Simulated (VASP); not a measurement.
# W (Im-3m) in VASP: a series of runs, part 3 of 3

VASP 6.6.1. The steps go on from the part before.

### 4 Single point, PBE

This run uses another cell than the first one, of 16.14 Å³/atom, 0.893 times its volume.

Contents of INCAR:

```
PREC     = Accurate       # precision mode
ENCUT    = 520            # plane-wave cutoff, eV
EDIFF    = 1E-6           # SCF threshold, eV
ISMEAR   = 1              # smearing method
SIGMA    = 0.3            # smearing width, eV
LREAL    = F              # projectors in reciprocal space
LASPH    = T              # aspherical terms in the spheres
NELM     = 60             # most SCF steps
ALGO     = Normal         # electronic algorithm
ISIF     = 2              # what is computed and relaxed
LWAVE    = F              # write WAVECAR
LCHARG   = F              # write CHGCAR
GGA      = PE             # functional
NBANDS   = 13             # bands
```

Contents of KPOINTS:

```
regular mesh
0
Gamma
  14 14 14
```

Contents of POSCAR:

```
W
1.0
   -1.5921723362      1.5921723362      1.5921723362
    1.5921723362     -1.5921723362      1.5921723362
    1.5921723362      1.5921723362     -1.5921723362
W
1
Direct
    0.0000000000      0.0000000000      0.0000000000
```

Potentials or basis: VASP PAW PBE potentials, release 64 (W_sv).

Launch:

```
$ cat potpaw_PBE.64/W_sv/POTCAR > POTCAR
$ mpirun -np 1 vasp_std > vasp.out
```

OUTCAR:

```text
PREC = Accurate
   ENCUT = 520
   EDIFF = 1E-6
   ISMEAR = 1
   LREAL = F
   LASPH = T
   NELM = 60
   ISIF = 2
   GGA = PE

 ion  position               nearest neighbor table
   1  0.000  0.000  0.000-

  LATTYP: Found a body centered cubic cell.
 ALAT       =     3.1843446724

  Lattice vectors:

 A1 = (  -1.5921723362,   1.5921723362,   1.5921723362)
 A2 = (   1.5921723362,  -1.5921723362,   1.5921723362)
 A3 = (   1.5921723362,   1.5921723362,  -1.5921723362)

Analysis of symmetry for initial positions (statically):
=====================================================================
 Subroutine PRICEL returns:
 Original cell was already a primitive cell.

 Routine SETGRP: Setting up the symmetry group for a
 body centered cubic supercell.

 Subroutine GETGRP returns: Found 48 space group operations
 (whereof 48 operations were pure point group operations)
 out of a pool of 48 trial point group operations.

The static configuration has the point symmetry O_h .

[... 164 lines left out ...]
 Fermi energy:        11.2553417107

 k-point     1 :       0.0000    0.0000    0.0000
  band No.  band energies     occupation
      1     -63.0378      2.00000
      2     -26.6251      2.00000
      3     -26.6251      2.00000
      4     -26.6251      2.00000
      5       1.6450      2.00000
      6       9.9765      2.00000
      7       9.9765      2.00000
      8       9.9765      2.00000
      9      13.3942     -0.00000
     10      13.3942     -0.00000
     11      25.6563      0.00000
     12      25.6563      0.00000
     13      25.6563      0.00000
[... 354 lines left out ...]
  band No.  band energies     occupation
      1     -62.8996      2.00000
      2     -27.5560      2.00000
      3     -27.3714      2.00000
      4     -26.7772      2.00000
      5       6.8186      2.00000
      6       8.2287      2.00000
      7       8.9107      2.00000
      8      13.6088     -0.00000
      9      14.1881     -0.00000
     10      19.3247      0.00000
     11      21.1675      0.00000
     12      23.2001      0.00000
     13      28.0911      0.00000

 [... further k-points ...]

------------------------ aborting loop because EDIFF is reached ----------------------------------------

  FORCE on cell =-STRESS in cart. coord.  units (eV):
  Direction    XX          YY          ZZ          XY          YZ          ZX
  --------------------------------------------------------------------------------------
  -------------------------------------------------------------------------------------
  Total        0.0522886      0.0522886      0.0522886      0.0000000     -0.0000000      0.0000000
  in kB        5.1890473      5.1890473      5.1890473      0.0000000     -0.0000000      0.0000000
  external PRESSURE =       5.1890473 kB  Pullay stress =       0.0000000 kB

 VOLUME and BASIS-vectors are now :
 -----------------------------------------------------------------------------
  energy-cutoff  :      520.00
  volume of cell :       16.14
      direct lattice vectors                 reciprocal lattice vectors
    -1.592172336  1.592172336  1.592172336     0.000000000  0.314036357  0.314036357
     1.592172336 -1.592172336  1.592172336     0.314036357  0.000000000  0.314036357
     1.592172336  1.592172336 -1.592172336     0.314036357  0.314036357  0.000000000

 POSITION                                       TOTAL-FORCE (eV/Angst)
 -----------------------------------------------------------------------------------
      0.00000      0.00000      0.00000        -0.000000      0.000000     -0.000000
 -----------------------------------------------------------------------------------
    total drift:                                0.000000      0.000000      0.000000

  FREE ENERGIE OF THE ION-ELECTRON SYSTEM (eV)
  ---------------------------------------------------
  free  energy   TOTEN  =       -12.9484367325 eV

  energy  without entropy=      -12.9466655440  energy(sigma->0) =      -12.94784634
```

OSZICAR:

```text
N       E                     dE             d eps       ncg     rms          rms(c)
DAV:   1     0.846532110997E+02    0.84653E+02   -0.76201E+03  2720   0.124E+03
DAV:   2    -0.119122391584E+02   -0.96565E+02   -0.92786E+02  3104   0.317E+02
DAV:   3    -0.135785737619E+02   -0.16663E+01   -0.16618E+01  2924   0.401E+01
DAV:   4    -0.135852304512E+02   -0.66567E-02   -0.66565E-02  3019   0.283E+00
DAV:   5    -0.135852866758E+02   -0.56225E-04   -0.56224E-04  2944   0.245E-01    0.202E+01
DAV:   6    -0.130841238938E+02    0.50116E+00   -0.42419E-01  2799   0.869E+00    0.798E+00
DAV:   7    -0.129525599918E+02    0.13156E+00   -0.22392E-01  2979   0.599E+00    0.705E-01
DAV:   8    -0.129484769374E+02    0.40831E-02   -0.43261E-03  2764   0.852E-01    0.836E-02
DAV:   9    -0.129484425671E+02    0.34370E-04   -0.11238E-04  3049   0.131E-01    0.445E-02
DAV:  10    -0.129484360361E+02    0.65310E-05   -0.13975E-05  2899   0.515E-02    0.635E-03
DAV:  11    -0.129484367325E+02   -0.69643E-06   -0.27357E-07  1877   0.636E-03
   1 F= -.12948437E+02 E0= -.12947846E+02  d E =-.177119E-02
```

stdout:

```text
POSCAR found type information on POSCAR W
 POSCAR found :  1 types and       1 ions
 scaLAPACK will be used
 LDA part: xc-table for (Slater+PW92), standard interpolation
 POSCAR, INCAR and KPOINTS ok, starting setup
 FFT: planning ... GRIDC
 FFT: planning ... GRID_SOFT
 FFT: planning ... GRID
 WAVECAR not read
 entering main loop
```

Wall time 18 s (1 thread of Intel Xeon 8259CL, shared host); peak memory 0.15 GiB.

What came out:

* Free energy: -12.9484 eV
* Pressure: 0.5 GPa
* Band gap on the k mesh: zero (band 7 reaches 16.21 eV, above the bottom of band 8 at 9.98 eV)

Caveat: spin-orbit coupling is left out, which moves the levels of the heavy elements.

### 5 Single point, PBE

This run uses another cell than the first one, of 16.14 Å³/atom, 0.893 times its volume.

Contents of INCAR:

```
PREC = Accurate
ENCUT = 520
EDIFF = 1E-6
ISMEAR = 1
SIGMA = 0.6
LREAL = False
LASPH = True
NELM = 80
ALGO = Normal
ISIF = 2
LWAVE = False
LCHARG = False
GGA = PE
NBANDS = 13
```

Contents of KPOINTS:

```
Automatic mesh
0
Gamma
  14 14 14
```

POSCAR is that of step 4.

Launch:

```
$ cat potpaw_PBE.64/W_sv/POTCAR > POTCAR
$ mpirun -np 1 vasp_std > vasp.out
```

Wall time 19 s (1 thread of Intel Xeon 8259CL, shared host); peak memory 0.15 GiB.

It converged, with:

| Property | Result |
| --- | --- |
| Free energy | -12.9490 eV |
| Pressure | 0.3 GPa |
| Band gap on the k mesh | zero (band 7 reaches 16.21 eV, above the bottom of band 8 at 9.98 eV) |

Levels at points of the mesh, in eV from the Fermi level:
```
           k point  band 3  band 4  band 5  band 6  band 7  band 8  band 9  band 10  band 11  band 12
(0.00, 0.00, 0.00)  -37.84  -37.84   -9.57   -1.24   -1.24   -1.24    2.18     2.18    14.44    14.44
(0.50, 0.00, 0.00)  -38.23  -37.84   -6.20   -3.52    0.58    2.06    3.02     5.95    10.75    11.40
(0.50, 0.50, 0.50)  -38.69  -38.69   -5.73   -5.73    4.99    4.99    4.99     8.06     8.06     8.06
```

Caveat: spin-orbit coupling is left out, which moves the levels of the heavy elements.

### 6 Single point, PBE

This run uses another cell than the first one, of 16.14 Å³/atom, 0.893 times its volume.

Contents of INCAR:

```
SYSTEM = W
ALGO = Normal
EDIFF = 1E-6
ENCUT = 520
GGA = PE
ISIF = 2
ISMEAR = 1
LASPH = .TRUE.
LCHARG = .FALSE.
LREAL = .FALSE.
LWAVE = .FALSE.
NBANDS = 13
NELM = 80
PREC = Accurate
SIGMA = 1.0
```

Contents of KPOINTS:

```
k-points
0
G
  14 14 14
  0 0 0
```

POSCAR is that of step 5.

Potentials or basis: VASP PAW PBE potentials, release 64 (W_sv).

Launch:

```
$ cat potpaw_PBE.64/W_sv/POTCAR > POTCAR
$ mpirun -np 1 vasp_std > vasp.out
```

Run time: 22 s. Hardware: 1 thread of Intel Xeon 8259CL, shared host; peak memory 0.15 GiB.

The run converged. Its results:

* Free energy: -12.9394 eV
* Pressure: -0.3 GPa
* Band gap on the k mesh: zero (band 7 reaches 16.21 eV, above the bottom of band 8 at 9.98 eV)

Levels at points of the mesh, in eV from the Fermi level:
| k point | band 4 | band 5 | band 6 | band 7 | band 8 | band 9 | band 10 | band 11 |
| --- | --- | --- | --- | --- | --- | --- | --- | --- |
| (0.00, 0.00, 0.00) | -37.75 | -9.49 | -1.15 | -1.15 | -1.15 | 2.26 | 2.26 | 14.52 |
| (0.50, 0.00, 0.00) | -37.76 | -6.11 | -3.43 | 0.66 | 2.15 | 3.10 | 6.03 | 10.83 |
| (0.50, 0.50, 0.50) | -38.60 | -5.64 | -5.64 | 5.08 | 5.08 | 5.08 | 8.15 | 8.15 |

Caveat: spin-orbit coupling is left out, which moves the levels of the heavy elements.

### 7 Overview

```csv
cell,k mesh,smearing,gap on the mesh (eV),pressure (GPa)
"a = 2.864 Å, angles 109.5°, 1 atom",23 × 23 × 23,fermi-dirac 0.1 eV,none,-26.9
"a = 2.758 Å, angles 109.5°, 1 atom",14 × 14 × 14,methfessel-paxton 0.2 eV,none,0.7
"a = 2.758 Å, angles 109.5°, 1 atom",14 × 14 × 14,methfessel-paxton 0.3 eV,none,0.5
"a = 2.758 Å, angles 109.5°, 1 atom",14 × 14 × 14,methfessel-paxton 0.6 eV,none,0.3
"a = 2.758 Å, angles 109.5°, 1 atom",14 × 14 × 14,methfessel-paxton 1 eV,none,-0.3
```

Alike in all rows: task single point; level PBE; potentials or basis VASP PAW PBE potentials, release 64 (W_sv); no spin polarisation; cutoff (eV) 520.

Caveats: spin-orbit coupling is left out, which moves the levels of the heavy elements.

Absolute energies hang on the potentials; compare differences alone.
